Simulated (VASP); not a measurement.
# CdO (Fm-3m) in VASP: single point with PBE

Aim: the single point of CdO with PBE.

All numbers are computed with VASP 6.6.1; they aren't measurements. Logs are shortened: lines on timing, memory, paths and dates and some standing lists are left out, and cuts for length are marked.

## Step 1: The cell of the first run

Symmetry: Fm-3m, No. 225, cubic system. Conventional cell: a = 4.718 Å, b = 4.718 Å, c = 4.718 Å, α = 90.00°, β = 90.00°, γ = 90.00°. Within 3.1 Å of Cd (site symmetry m-3m) lie 6 O at 2.36 Å. Within 3.1 Å of O (site symmetry m-3m) lie 6 Cd at 2.36 Å.

## Step 2: Single point, PBE

INCAR

```
ALGO = Normal
EDIFF = 1E-6
ENCUT = 700
GGA = PE
GGA_COMPAT = False
ISIF = 2
ISMEAR = -1
LASPH = True
LCHARG = False
LREAL = False
LWAVE = False
NBANDS = 20
NELM = 120
PREC = Accurate
SIGMA = 0.1
```

KPOINTS

```
k-points
0
Gamma
  7 7 7
```

POSCAR

```
CdO
1.0
    0.0000000000      2.3591184600      2.3591184600
    2.3591184600      0.0000000000      2.3591184600
    2.3591184600      2.3591184600      0.0000000000
Cd O
1 1
Direct
    0.0000000000      0.0000000000      0.0000000000
    0.5000000000      0.5000000000      0.5000000000
```

Potentials or basis: VASP PAW PBE potentials, release 64 (Cd_sv_GW, O).

Command:

```console
$ cat potpaw_PBE.64/Cd_sv_GW/POTCAR potpaw_PBE.64/O/POTCAR > POTCAR
$ mpirun -np 1 vasp_std > vasp.out
```

OUTCAR:

```text
EDIFF = 1E-6
   ENCUT = 700
   GGA = PE
   ISIF = 2
   ISMEAR = -1
   LASPH = True
   LREAL = False
   NELM = 120
   PREC = Accurate

 ion  position               nearest neighbor table
   1  0.000  0.000  0.000-
   2  0.500  0.500  0.500-

  LATTYP: Found a face centered cubic cell.
 ALAT       =     4.7182369200

  Lattice vectors:

 A1 = (   0.0000000000,   2.3591184600,   2.3591184600)
 A2 = (   2.3591184600,   0.0000000000,   2.3591184600)
 A3 = (   2.3591184600,   2.3591184600,   0.0000000000)

Analysis of symmetry for initial positions (statically):
=====================================================================
 Subroutine PRICEL returns:
 Original cell was already a primitive cell.

 Routine SETGRP: Setting up the symmetry group for a
 face centered cubic supercell.

 Subroutine GETGRP returns: Found 48 space group operations
 (whereof 48 operations were pure point group operations)
 out of a pool of 48 trial point group operations.

The static configuration has the point symmetry O_h .

Analysis of symmetry for dynamics (positions and initial velocities):
=====================================================================
 Subroutine PRICEL returns:
 Original cell was already a primitive cell.

 Routine SETGRP: Setting up the symmetry group for a
 face centered cubic supercell.

 Subroutine GETGRP returns: Found 48 space group operations
 (whereof 48 operations were pure point group operations)
 out of a pool of 48 trial point group operations.

The dynamic configuration has the point symmetry O_h .

 Subroutine INISYM returns: Found 48 space group operations
 (whereof 48 operations are pure point group operations),
 and found     1 'primitive' translations

----------------------------------------------------------------------------------------

                                     Primitive cell

  volume of cell :      26.2591

  direct lattice vectors                    reciprocal lattice vectors
     0.000000000  2.359118460  2.359118460    -0.211943575  0.211943575  0.211943575
     2.359118460  0.000000000  2.359118460     0.211943575 -0.211943575  0.211943575
     2.359118460  2.359118460  0.000000000     0.211943575  0.211943575 -0.211943575

  length of vectors
     3.336297321  3.336297321  3.336297321     0.367097040  0.367097040  0.367097040

[... 68 lines left out ...]
   ICHARG =      2    charge: 1-file 2-atom 10-const
   ISPIN  =      1    spin polarized calculation?
   LNONCOLLINEAR =      F non collinear calculations
   LSORBIT =      F    spin-orbit coupling
   LASPH  =      T    aspherical Exc in radial PAW
   ENCUT  =  700.0 eV  51.45 Ry    7.17 a.u.   7.20  7.20  7.20*2*pi/ulx,y,z
   NELM   =    120;   NELMIN=  2; NELMDL= -5     # of ELM steps
   EDIFF  = 0.1E-05   stopping-criterion for ELM
   LREAL  =      F    real-space projection
   EDIFFG = 0.1E-04   stopping-criterion for IOM
   NSW    =      0    number of steps for IOM
   IBRION =     -1    ionic relax: 0-MD 1-quasi-New 2-CG
   NFREE  =      0    steps in history (QN), initial steepest desc. (CG)
   ISIF   =      2    stress and relaxation
   ISYM   =      2    0-nonsym 1-usesym 2-fastsym
   POTIM  = 0.5000    time-step for ionic-motion
   TEBEG  =    0.0;   TEEND  =   0.0 temperature during run
   PSTRESS=    0.0 pullay stress
   NELECT =      26.0000    total number of electrons
   NUPDOWN=      -1.0000    fix difference up-down
   EMIN   =  10.00;   EMAX   =-10.00  energy-range for DOS
   EFERMI =   0.00;   METHOD = LEGACY
   ISMEAR =    -1;   SIGMA  =   0.10  broadening in eV -4-tet -1-fermi 0-gaus
   EFERMI_NEDOS =   21; number of points for ismear=-14 and -15
   IALGO  =     38    algorithm
   IMIX   =      4    mixing-type and parameters
     AMIX     =   0.40;   BMIX     =  1.00
     AMIX_MAG =   1.60;   BMIX_MAG =  1.00
  volume/ion in A,a.u.               =      13.13        88.60
  Fermi-wavevector in a.u.,A,eV,Ry     =   1.631697  3.083460 36.224632  2.662435
  Thomas-Fermi vector in A             =   2.723790
   LORBIT       =      0    0 simple, 1 ext, 2 COOP (PROOUT), +10 PAW based schemes
   GGA     = PE    functional components
   LHFCALC =     F    Hartree Fock is set to
   AEXX    =    0.0000 exact exchange contribution
   IVDW    =     0    specifies the selected vdW correction
   LEPSILON=     F    determine dielectric tensor
   LRPA    =     F    only Hartree local field effects (RPA)
 non-spin polarized calculation
  energy-cutoff  :      700.00
  volume of cell :       26.26
 maximum number of plane-waves:      1117
 NGX is ok and might be reduce to    30
   NGX = 15   NGY = 15   NGZ = 15

 number of electron      25.9999992 magnetization

 Free energy of the ion-electron system (eV)
  ---------------------------------------------------
  ext. energy  EPLUGINS =         0.00000000
  ---------------------------------------------------
  free energy    TOTEN  =        -7.82573918 eV

  energy without entropy =       -7.82268861  energy(sigma->0) =       -7.82421390

 E-fermi :   5.1509     XC(G=0): -11.8421

 val. band max:        4.7717543056   @ k =   0.4286   0.0000   0.0000
 cond. band min:       6.0141916667   @ k =   0.1429   0.0000   0.0000
 fundamental gap:      1.2424373610
 Fermi energy:         5.1509005708

 k-point     1 :       0.0000    0.0000    0.0000
  band No.  band energies     occupation
      1     -95.6016      2.00000
      2     -56.6804      2.00000
      3     -56.6804      2.00000
      4     -56.6804      2.00000
      5     -12.4338      2.00000
      6      -1.8465      2.00000
[... 449 lines left out ...]
     19      24.2074      0.00000
     20      29.2850      0.00000

------------------------ aborting loop because EDIFF is reached ----------------------------------------

  FORCE on cell =-STRESS in cart. coord.  units (eV):
  Direction    XX          YY          ZZ          XY          YZ          ZX
  --------------------------------------------------------------------------------------
  -------------------------------------------------------------------------------------
  Total        0.6664558      0.6664558      0.6664558      0.0000000      0.0000000      0.0000000
  in kB       40.6633084     40.6633084     40.6633084      0.0000000      0.0000000      0.0000000
  external PRESSURE =      40.6633084 kB  Pullay stress =       0.0000000 kB

 VOLUME and BASIS-vectors are now :
 -----------------------------------------------------------------------------
  energy-cutoff  :      700.00
  volume of cell :       26.26
      direct lattice vectors                 reciprocal lattice vectors
     0.000000000  2.359118460  2.359118460    -0.211943575  0.211943575  0.211943575
     2.359118460  0.000000000  2.359118460     0.211943575 -0.211943575  0.211943575
     2.359118460  2.359118460  0.000000000     0.211943575  0.211943575 -0.211943575

 POSITION                                       TOTAL-FORCE (eV/Angst)
 -----------------------------------------------------------------------------------
      0.00000      0.00000      0.00000         0.000000     -0.000000      0.000000
      2.35912      2.35912      2.35912        -0.000000      0.000000     -0.000000
 -----------------------------------------------------------------------------------
    total drift:                               -0.000000      0.000000      0.000000

  FREE ENERGIE OF THE ION-ELECTRON SYSTEM (eV)
  ---------------------------------------------------
  free  energy   TOTEN  =        -7.8257391818 eV

  energy  without entropy=       -7.8226886138  energy(sigma->0) =       -7.82421390
```

stdout:

```text
POSCAR found type information on POSCAR CdO
 POSCAR found :  2 types and       2 ions
 scaLAPACK will be used
 LDA part: xc-table for (Slater+PW92), standard interpolation
 POSCAR, INCAR and KPOINTS ok, starting setup
 FFT: planning ... GRIDC
 FFT: planning ... GRID_SOFT
 FFT: planning ... GRID
 WAVECAR not read
 entering main loop
```

It took 39 s on 1 thread of AMD EPYC, shared host; peak memory 0.15 GiB.

What came out:

- Free energy: -7.8257 eV
- Pressure: 4.1 GPa
- Band gap on the k mesh: zero (bands 13 and 14 overlap by 0.37 eV)

Caveat: the cell stands under pressure; semilocal functionals underestimate gaps, and a narrow one can read as zero.

The gap in the log of VASP goes by the Fermi energy; the results here count the filled bands.